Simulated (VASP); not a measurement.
TeAs, 8 atoms in the cell. Symmetry: P4mm, No. 99, tetragonal system. Conventional cell: a = 5.775 Å, b = 5.775 Å, c = 5.775 Å, α = 90.00°, β = 90.00°, γ = 90.00°. Te (site symmetry 4mm) has 6 As at 2.79 to 2.99 Å within 3.7 Å. Te (site symmetry 2mm) has 6 As at 2.89 Å within 3.8 Å. Within 3.8 Å of Te (site symmetry 4mm) lie 6 As at 2.89 Å. Within 3.7 Å of As (site symmetry 4mm) lie 6 Te at 2.79 to 2.99 Å. Within 3.8 Å of As (site symmetry 2mm) lie 6 Te at 2.89 Å. Within 3.8 Å of As (site symmetry 4mm) lie 6 Te at 2.89 Å.  This cell differs from its parent crystal: atom 1 (Te) moved -0.100 Å along Cartesian [1 0 0].

```yaml
Program: VASP 6.6.1
Task: single point
Functional: PBEsol
Dispersion: D3(BJ)
Potentials_or_basis: VASP PAW PBE potentials, release 64 (Te, As)
Cutoff: 500 eV
k_mesh: 10 × 10 × 10
Occupations: gaussian, width 0.15 eV
Spin: no spin polarisation
Dipole_correction: no
Further_INCAR_settings: ALGO = Normal; EDIFF = 1e-06; NBANDS = 32
```

Potentials or basis: VASP PAW PBE potentials, release 64 (Te, As).

Launch:

```console
$ cat potpaw_PBE.64/Te/POTCAR potpaw_PBE.64/As/POTCAR > POTCAR
$ mpirun -np 1 vasp_std > vasp.out
```

Hardware: 1 thread of Intel(R) Xeon(R) 6975P-C (Granite Rapids), on a shared host.

**Question.** Estimate the wall time of this run.

**Answer.** It took 5.9 min on 1 thread of Intel(R) Xeon(R) 6975P-C (Granite Rapids), on a shared host, peak memory 0.67 GiB. Counts: scf iterations 12, k points 126.
